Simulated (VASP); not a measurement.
Here is a VASP 6.6.1 calculation.

INCAR

```
PREC = Accurate ; ENCUT = 520
EDIFF = 1E-6 ; ISMEAR = -1
SIGMA = 0.02 ; LREAL = False
LASPH = True ; NELM = 80
ALGO = Normal ; ISIF = 2
LWAVE = False ; LCHARG = False
GGA = PE ; IVDW = 12
NBANDS = 35
```

The input KPOINTS:

```
Automatic mesh
0
Gamma
  6 6 2
```

POSCAR

```
Te2Mo
1.0
    3.4975415304      0.0000000000      0.0000000000
   -1.7487707652      3.0289598161      0.0000000000
    0.0000000000      0.0000000000     13.6836774887
Mo Te
2 4
Direct
    0.3333333333      0.6666666667      0.2500000000
    0.6666666667      0.3333333333      0.7500000000
    0.6666666667      0.3333333333      0.3827608493
    0.6666666667      0.3333333333      0.1172391507
    0.3333333333      0.6666666667      0.8827608493
    0.3333333333      0.6666666667      0.6172391507
```

Potentials or basis: VASP PAW PBE potentials, release 64 (Mo_sv, Te).

Launch:

```bash
$ cat potpaw_PBE.64/Mo_sv/POTCAR potpaw_PBE.64/Te/POTCAR > POTCAR
$ mpirun -np 1 vasp_std > vasp.out
```

Q: What does it give for the pressure?

A: 0.0 GPa.

Q: Predict the dispersion energy per atom.

A: -0.554 eV.

Q: Estimate the band gap on the k mesh.

A: 0.70 eV (least direct gap 1.04 eV).

Q: What does it give for the largest force?

A: 0.016 eV/Å.

Stress tensor (GPa, compression positive):
```
-0.04  0.00  0.00
 0.00 -0.04  0.00
 0.00  0.00  0.05
```

Caveat: semilocal functionals underestimate gaps, and a narrow one can read as zero; spin-orbit coupling is left out, which moves the levels of the heavy elements. A k mesh can miss the band edges.
